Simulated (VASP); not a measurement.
BaTiO3, 5 atoms in the cell. Symmetry: Cm, No. 8, monoclinic system. Conventional cell: a = 5.772 Å, b = 5.747 Å, c = 4.008 Å, α = 90.00°, β = 90.00°, γ = 90.00°. Ba (site symmetry m) has 12 O at 2.79 to 2.98 Å and 8 Ti at 3.46 to 3.57 Å within 3.7 Å. Ti (site symmetry m) has 6 O at 1.89 to 2.19 Å within 2.5 Å. Within 2.6 Å of O (site symmetry m) lie 2 Ti at 1.99 to 2.03 Å. O (site symmetry 1) has 2 Ti at 1.89 to 2.19 Å within 2.5 Å.  This cell differs from its parent crystal: atom 3 (O) moved -0.020 Å towards its neighbour atom 2 (Ti) at 2.011 Å.

| Property | Result |
| --- | --- |
| Program | VASP 6.6.1 |
| Task | single point |
| Functional | PBE |
| Potentials or basis | VASP PAW PBE potentials, release 64 (Ba_sv, Ti_sv, O) |
| Cutoff | 520 eV |
| k mesh | 6 × 6 × 6 |
| Occupations | gaussian, width 0.05 eV |
| Spin | no spin polarisation |
| Hubbard terms | Ti d U = 4.0 eV |
| Dipole correction | no |
| Further INCAR settings | ALGO = Normal; EDIFF = 1e-06; NBANDS = 28 |

Potentials or basis: VASP PAW PBE potentials, release 64 (Ba_sv, Ti_sv, O).

Run with:

```bash
$ cat potpaw_PBE.64/Ba_sv/POTCAR potpaw_PBE.64/Ti_sv/POTCAR potpaw_PBE.64/O/POTCAR > POTCAR
$ mpirun -np 1 vasp_std > vasp.out
```

Hardware: 1 thread of Intel Xeon 8259CL, with other jobs on the host.

**Question.** How long does it take, and how much memory?

**Answer.** Wall time 3.1 min on 1 thread of Intel Xeon 8259CL, with other jobs on the host, peak memory 0.26 GiB. Counts: scf iterations 17, k points 68.
